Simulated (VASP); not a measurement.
# Ga (Cmce) in VASP: single point with PBE

Aim: the single point of Ga with PBE.

Program: VASP 6.6.1. These are calculated values, not measurements. Logs are shortened: lines on timing, memory, paths and dates and some standing lists are left out, and cuts for length are marked.

## 1. The cell of the first run

It takes space group Cmce (No. 64, orthorhombic). Conventional cell: a = 4.573 Å, b = 7.740 Å, c = 4.589 Å, α = 90.00°, β = 90.00°, γ = 90.00°. Ga (site symmetry m) has 7 Ga at 2.53 to 2.81 Å within 3.3 Å.

## 2. Single point, PBE

The input, INCAR:

```
PREC = Accurate
ENCUT = 520
EDIFF = 1E-7
ISMEAR = 0
SIGMA = 0.1
LREAL = F
LASPH = T
NELM = 60
ALGO = Fast
ISIF = 2
LWAVE = F
LCHARG = F
GGA = PE
NBANDS = 34
```

The input, KPOINTS:

```
regular mesh
0
Gamma
  12 12 10
```

The input, POSCAR:

```
Ga
1.0
    2.2866205558     -3.8701948377      0.0000000000
    2.2866205558      3.8701948377      0.0000000000
    0.0000000000      0.0000000000      4.5889796877
Ga
4
Direct
    0.8436847427      0.1563152573      0.0822524952
    0.6563152573      0.3436847427      0.5822524952
    0.1563152573      0.8436847427      0.9177475048
    0.3436847427      0.6563152573      0.4177475048
```

Potentials or basis: VASP PAW PBE potentials, release 64 (Ga_d).

Launch:

```bash
$ cat potpaw_PBE.64/Ga_d/POTCAR > POTCAR
$ mpirun -np 1 vasp_std > vasp.out
```

OUTCAR:

```text
PREC = Accurate
   ENCUT = 520
   EDIFF = 1E-7
   ISMEAR = 0
   LREAL = F
   LASPH = T
   NELM = 60
   ISIF = 2
   GGA = PE

 ion  position               nearest neighbor table
   1  0.844  0.156  0.082-   3 2.53   2 2.71   2 2.71   4 2.76   4 2.76   3 2.81   3 2.81
   2  0.656  0.344  0.582-   4 2.53   1 2.71   1 2.71   3 2.76   3 2.76   4 2.81   4 2.81
   3  0.156  0.844  0.918-   1 2.53   4 2.71   4 2.71   2 2.76   2 2.76   1 2.81   1 2.81
   4  0.344  0.656  0.418-   2 2.53   3 2.71   3 2.71   1 2.76   1 2.76   2 2.81   2 2.81

  LATTYP: Found a base centered orthorhombic cell.
 ALAT       =     4.5732411116
 B/A-ratio  =     1.6925391613
 C/A-ratio  =     1.0034414490

  Lattice vectors:

 A1 = (   2.2866205558,  -3.8701948377,   0.0000000000)
 A2 = (   2.2866205558,   3.8701948377,   0.0000000000)
 A3 = (   0.0000000000,   0.0000000000,   4.5889796877)

Analysis of symmetry for initial positions (statically):
=====================================================================
 Subroutine PRICEL returns:
 Original cell was already a primitive cell.

 Routine SETGRP: Setting up the symmetry group for a
 base centered orthorhombic supercell.

 Subroutine GETGRP returns: Found  8 space group operations
 (whereof  4 operations were pure point group operations)
 out of a pool of  8 trial point group operations.

The static configuration has the point symmetry C_2h.
 The point group associated with its full space group is D_2h.

Analysis of symmetry for dynamics (positions and initial velocities):
=====================================================================
 Subroutine PRICEL returns:
 Original cell was already a primitive cell.

 Routine SETGRP: Setting up the symmetry group for a
 base centered orthorhombic supercell.

 Subroutine GETGRP returns: Found  8 space group operations
 (whereof  4 operations were pure point group operations)
 out of a pool of  8 trial point group operations.

The dynamic configuration has the point symmetry C_2h.
 The point group associated with its full space group is D_2h.

 Subroutine INISYM returns: Found  8 space group operations
 (whereof  4 operations are pure point group operations),
 and found     1 'primitive' translations

----------------------------------------------------------------------------------------

                                     Primitive cell

  volume of cell :      81.2219

  direct lattice vectors                    reciprocal lattice vectors
     2.286620556 -3.870194838  0.000000000     0.218663301 -0.129192462  0.000000000
     2.286620556  3.870194838  0.000000000     0.218663301  0.129192462  0.000000000
     0.000000000  0.000000000  4.588979688     0.000000000  0.000000000  0.217913364

  length of vectors
     4.495224316  4.495224316  4.588979688     0.253977030  0.253977030  0.217913364

  position of ions in fractional coordinates (direct lattice)
     0.843684743  0.156315257  0.082252495
     0.656315257  0.343684743  0.582252495
     0.156315257  0.843684743  0.917747505
     0.343684743  0.656315257  0.417747505

  ion indices of the primitive-cell ions
   primitive index   ion index
                 1           1
                 2           2
                 3           3
                 4           4

----------------------------------------------------------------------------------------

 KPOINTS: regular mesh

Automatic generation of k-mesh.
 Grid dimensions read from file:
 generate k-points for:   12   12   10

 Generating k-lattice:

  Cartesian coordinates                     Fractional coordinates (reciprocal lattice)
     0.018221942 -0.010766039  0.000000000     0.083333333  0.000000000  0.000000000
     0.018221942  0.010766039  0.000000000     0.000000000  0.083333333  0.000000000
     0.000000000  0.000000000  0.021791336     0.000000000  0.000000000  0.100000000

  Length of vectors
     0.021164752  0.021164752  0.021791336

  Shift w.r.t. Gamma in fractional coordinates (k-lattice)
     0.000000000  0.000000000  0.000000000

 Subroutine IBZKPT returns following result:
 ===========================================

 Found    258 irreducible k-points:

 Following reciprocal coordinates:
            Coordinates               Weight
  0.000000  0.000000  0.000000      1.000000
  0.083333  0.000000  0.000000      4.000000
  0.166667  0.000000  0.000000      4.000000
  0.250000  0.000000  0.000000      4.000000
  0.333333  0.000000  0.000000      4.000000
  0.416667  0.000000  0.000000      4.000000
[... 16 lines left out ...]
  0.500000  0.166667  0.000000      4.000000
 -0.416667  0.166667  0.000000      4.000000
 [... further k-points ...]
   k-points           NKPTS =    258   k-points in BZ     NKDIM =    258   number of bands    NBANDS=     34
   number of dos      NEDOS =    301   number of ions     NIONS =      4
   total plane-waves  NPLWV =  46656
   dimension x,y,z NGX =    36 NGY =   36 NGZ =   36
   dimension x,y,z NGXF=    72 NGYF=   72 NGZF=   72
   ions per type =               4
   NGX,Y,Z   is equivalent  to a cutoff of  13.31, 13.31, 13.04 a.u.
   NGXF,Y,Z  is equivalent  to a cutoff of  26.63, 26.63, 26.08 a.u.
 SYSTEM =  unknown system
   PREC   = accura    normal or accurate (medium, high low for compatibility)
   ISTART =      0    job   : 0-new  1-cont  2-samecut
   ICHARG =      2    charge: 1-file 2-atom 10-const
   ISPIN  =      1    spin polarized calculation?
   LNONCOLLINEAR =      F non collinear calculations
   LSORBIT =      F    spin-orbit coupling
   LASPH  =      T    aspherical Exc in radial PAW
   ENCUT  =  520.0 eV  38.22 Ry    6.18 a.u.   8.36  8.36  8.53*2*pi/ulx,y,z
   NELM   =     60;   NELMIN=  2; NELMDL= -5     # of ELM steps
   EDIFF  = 0.1E-06   stopping-criterion for ELM
   LREAL  =      F    real-space projection
   EDIFFG = 0.1E-05   stopping-criterion for IOM
   NSW    =      0    number of steps for IOM
   IBRION =     -1    ionic relax: 0-MD 1-quasi-New 2-CG
   NFREE  =      0    steps in history (QN), initial steepest desc. (CG)
   ISIF   =      2    stress and relaxation
   ISYM   =      2    0-nonsym 1-usesym 2-fastsym
   POTIM  = 0.5000    time-step for ionic-motion
   TEBEG  =    0.0;   TEEND  =   0.0 temperature during run
   PSTRESS=    0.0 pullay stress
   NELECT =      52.0000    total number of electrons
   NUPDOWN=      -1.0000    fix difference up-down
   EMIN   =  10.00;   EMAX   =-10.00  energy-range for DOS
   EFERMI =   0.00;   METHOD = LEGACY
   ISMEAR =     0;   SIGMA  =   0.10  broadening in eV -4-tet -1-fermi 0-gaus
   EFERMI_NEDOS =   21; number of points for ismear=-14 and -15
   IALGO  =     68    algorithm
   IMIX   =      4    mixing-type and parameters
     AMIX     =   0.40;   BMIX     =  1.00
     AMIX_MAG =   1.60;   BMIX_MAG =  1.00
  volume/ion in A,a.u.               =      20.31       137.03
  Fermi-wavevector in a.u.,A,eV,Ry     =   1.410972  2.666350 27.087032  1.990841
  Thomas-Fermi vector in A             =   2.532871
   LORBIT       =      0    0 simple, 1 ext, 2 COOP (PROOUT), +10 PAW based schemes
   GGA     = PE    functional components
   LHFCALC =     F    Hartree Fock is set to
   AEXX    =    0.0000 exact exchange contribution
   IVDW    =     0    specifies the selected vdW correction
   LEPSILON=     F    determine dielectric tensor
   LRPA    =     F    only Hartree local field effects (RPA)
 non-spin polarized calculation
 RMM-DIIS sequential band-by-band and
 Gauss-broadening in eV      SIGMA  =   0.10
  energy-cutoff  :      520.00
  volume of cell :       81.22
 maximum number of plane-waves:      2217
 NGX is ok and might be reduce to    36
   NGX = 17   NGY = 17   NGZ = 17

 number of electron      52.0000012 magnetization

 Free energy of the ion-electron system (eV)
  ---------------------------------------------------
  ext. energy  EPLUGINS =         0.00000000
  ---------------------------------------------------
  free energy    TOTEN  =       -11.63488476 eV

  energy without entropy =      -11.63040274  energy(sigma->0) =      -11.63264375

 E-fermi :   4.6891     XC(G=0): -10.4709

 val. band max:        4.6878271778   @ k =  -0.3333   0.3333   0.2000
 cond. band min:       4.6891044937   @ k =  -0.2500   0.2500   0.3000
 fundamental gap:      0.0012773159
 Fermi energy:         4.6891002586

 k-point     1 :       0.0000    0.0000    0.0000
  band No.  band energies     occupation
      1     -10.3771      2.00000
      2     -10.3690      2.00000
      3     -10.3397      2.00000
      4     -10.3252      2.00000
      5     -10.3079      2.00000
      6     -10.2860      2.00000
[... 26 lines left out ...]
     33      11.3659      0.00000
     34      11.9985      0.00000

 k-point     2 :       0.0833    0.0000    0.0000
  band No.  band energies     occupation
      1     -10.3782      2.00000
      2     -10.3663      2.00000
      3     -10.3415      2.00000
      4     -10.3280      2.00000
      5     -10.3034      2.00000
      6     -10.2841      2.00000
[... 26 lines left out ...]
     33      11.6310      0.00000
     34      11.7128      0.00000

 k-point     3 :       0.1667    0.0000    0.0000
  band No.  band energies     occupation
      1     -10.3794      2.00000
      2     -10.3586      2.00000
      3     -10.3472      2.00000
      4     -10.3347      2.00000
      5     -10.2958      2.00000
      6     -10.2750      2.00000
[... 26 lines left out ...]
     33      11.0965      0.00000
     34      11.8382      0.00000
[... 704 lines left out ...]
 k-point    23 :       0.5000    0.1667    0.0000
  band No.  band energies     occupation
      1     -10.3973      2.00000
      2     -10.3817      2.00000
      3     -10.3385      2.00000
      4     -10.3166      2.00000
      5     -10.3062      2.00000
      6     -10.2672      2.00000
[... 26 lines left out ...]
     33      11.8006      0.00000
     34      13.3347      0.00000

 k-point    24 :      -0.4167    0.1667    0.0000
  band No.  band energies     occupation
      1     -10.3901      2.00000
      2     -10.3864      2.00000
      3     -10.3304      2.00000
      4     -10.3235      2.00000
      5     -10.3114      2.00000
      6     -10.2673      2.00000
[... 26 lines left out ...]
     33      11.8254      0.00000
     34      12.7521      0.00000

 [... further k-points ...]

------------------------ aborting loop because EDIFF is reached ----------------------------------------

  FORCE on cell =-STRESS in cart. coord.  units (eV):
  Direction    XX          YY          ZZ          XY          YZ          ZX
  --------------------------------------------------------------------------------------
  -------------------------------------------------------------------------------------
  Total        0.0495490      0.0618023      0.0502771      0.0000000      0.0000000      0.0000000
  in kB        0.9774008      1.2191088      0.9917618      0.0000000      0.0000000      0.0000000
  external PRESSURE =       1.0627571 kB  Pullay stress =       0.0000000 kB

 VOLUME and BASIS-vectors are now :
 -----------------------------------------------------------------------------
  energy-cutoff  :      520.00
  volume of cell :       81.22
      direct lattice vectors                 reciprocal lattice vectors
     2.286620556 -3.870194838  0.000000000     0.218663301 -0.129192462  0.000000000
     2.286620556  3.870194838  0.000000000     0.218663301  0.129192462  0.000000000
     0.000000000  0.000000000  4.588979688     0.000000000  0.000000000  0.217913364

 POSITION                                       TOTAL-FORCE (eV/Angst)
 -----------------------------------------------------------------------------------
      2.28662     -2.66025      0.37746         0.000000     -0.001764     -0.000490
      2.28662     -1.20994      2.67194         0.000000      0.001764     -0.000490
      2.28662      2.66025      4.21152         0.000000      0.001764      0.000490
      2.28662      1.20994      1.91703         0.000000     -0.001764      0.000490
 -----------------------------------------------------------------------------------
    total drift:                                0.000000     -0.000000     -0.000000

  FREE ENERGIE OF THE ION-ELECTRON SYSTEM (eV)
  ---------------------------------------------------
  free  energy   TOTEN  =       -11.6348847583 eV

  energy  without entropy=      -11.6304027407  energy(sigma->0) =      -11.63264375
```

Wall time 24 min (1 thread of Intel Xeon 8259CL, shared host); peak memory 0.58 GiB.

What came out:

| Item | Value |
| --- | --- |
| Free energy | -11.6349 eV |
| Pressure | 0.1 GPa |
| Band gap on the k mesh | zero (bands 26 and 27 overlap by 1.35 eV) |

Levels at points of the mesh, in eV from the Fermi level:
| k point | band 23 | band 24 | band 25 | band 26 | band 27 | band 28 | band 29 | band 30 |
| --- | --- | --- | --- | --- | --- | --- | --- | --- |
| (0.00, 0.00, 0.00) | -3.63 | -1.82 | -1.61 | -0.62 | 0.92 | 0.96 | 1.17 | 4.88 |
| (0.50, 0.00, 0.00) | -3.38 | -3.38 | -1.27 | -1.27 | 0.74 | 0.74 | 4.02 | 4.02 |
| (0.50, 0.50, 0.00) | -4.16 | -3.10 | -1.78 | -1.45 | 1.14 | 1.29 | 3.18 | 3.71 |
| (0.00, 0.00, 0.50) | -0.31 | -0.31 | 0.06 | 0.06 | 0.12 | 0.12 | 2.05 | 2.05 |
| (0.50, 0.00, 0.50) | -6.07 | -6.07 | -1.41 | -1.41 | 0.55 | 0.55 | 6.96 | 6.96 |
| (0.50, 0.50, 0.50) | -5.20 | -5.20 | -1.16 | -1.16 | -0.90 | -0.90 | 6.44 | 6.44 |
